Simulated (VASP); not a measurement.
Set up this calculation in VASP 6.6.1, as the native input.

```
Task                   : single point
Functional             : PBE
Potentials or basis    : VASP PAW PBE potentials, release 64 (Zn, S)
Cutoff                 : 520 eV
k mesh                 : 8 × 8 × 5
Occupations            : fermi-dirac, width 0.03 eV
Spin                   : no spin polarisation
Dipole correction      : no
Further INCAR settings : ALGO = Normal; EDIFF = 1e-06; NBANDS = 26
```

The structure of ZnS lies in POSCAR:

```
ZnS
1.0
    3.8491087694      0.0000000000      0.0000000000
   -1.9245543847      3.3334259762      0.0000000000
    0.0000000000      0.0000000000      6.2340000000
Zn S
2 2
Direct
    0.3333333333      0.6666666667      0.0000000000
    0.6666666667      0.3333333333      0.5000000000
    0.3333333333      0.6666666667      0.3850000000
    0.6666666667      0.3333333333      0.8850000000
```

This cell differs from its parent crystal: equal xx and yy strain of +1 %.

One way to write it, as run:

INCAR

```
SYSTEM = ZnS
ALGO = Normal
EDIFF = 1E-6
ENCUT = 520
GGA = PE
ISIF = 2
ISMEAR = -1
LASPH = .TRUE.
LCHARG = .FALSE.
LREAL = .FALSE.
LWAVE = .FALSE.
NBANDS = 26
NELM = 80
PREC = Accurate
SIGMA = 0.03
```

KPOINTS

```
k-points
0
G
  8 8 5
  0 0 0
```

Potentials or basis: VASP PAW PBE potentials, release 64 (Zn, S).

Command:

```console
$ cat potpaw_PBE.64/Zn/POTCAR potpaw_PBE.64/S/POTCAR > POTCAR
$ mpirun -np 1 vasp_std > vasp.out
```

It gave:

```json
{"Pressure": "0.9 GPa", "Largest force": "0.253 eV/Å", "Band gap on the k mesh": "2.14 eV, direct"}
```

Caveat: the cell differs from its parent crystal (equal xx and yy strain of +1 %).

Run time: 88 s on 1 thread of Intel(R) Xeon(R) Platinum 8259CL CPU @ 2.50GHz (Skylake/Cascade Lake) (shared host), peak memory 0.22 GiB.
